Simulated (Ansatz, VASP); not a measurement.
## Two plane-wave programs on Al2Cu

```
Al Cu
1.0
    -2.04460    2.04460    3.02643
     2.04460   -2.04460    3.02643
     2.04460    2.04460   -3.02643
Al Cu
2 1
Cartesian
  0.0000 2.0446 1.4504
  2.0446 0.0000 1.5760
  0.0000 0.0000 3.0264
```

Change from the starting cell: mode 9 frozen in at -0.060 Å, normal strain along z +0.0467.

Alike in both runs: task single point; functional PBE; k mesh 14 × 14 × 14; occupations gaussian, width 0.15 eV; no spin polarisation.

```csv
,VASP,Ansatz
version,VASP 6.6.1,Ansatz 0.2.0
potentials or method,"VASP PAW PBE potentials, release 64 (Al, Cu), cutoff 520 eV","scalar-relativistic, plane waves, PAW"
valence electrons in the cell,17,25
```

```csv
,VASP,Ansatz,Ansatz less VASP
gap on the k mesh at the Fermi level (eV),none,none,-
pressure (GPa),-3.6,-3.6,-0.03
"traceless stress, the component that is largest in VASP (GPa)",2.53,2.53,+0.002
rms of the force components (eV/Å),0.141,0.141,0.0000
```

Atom by atom the forces differ by 0.000 eV/Å (rms over components). A gap of «none» marks a metal or a gap that the smearing closes. VASP's potentials hold 17 valence electrons a cell and Ansatz's 25, so a difference there can come from the potentials and not from the codes.
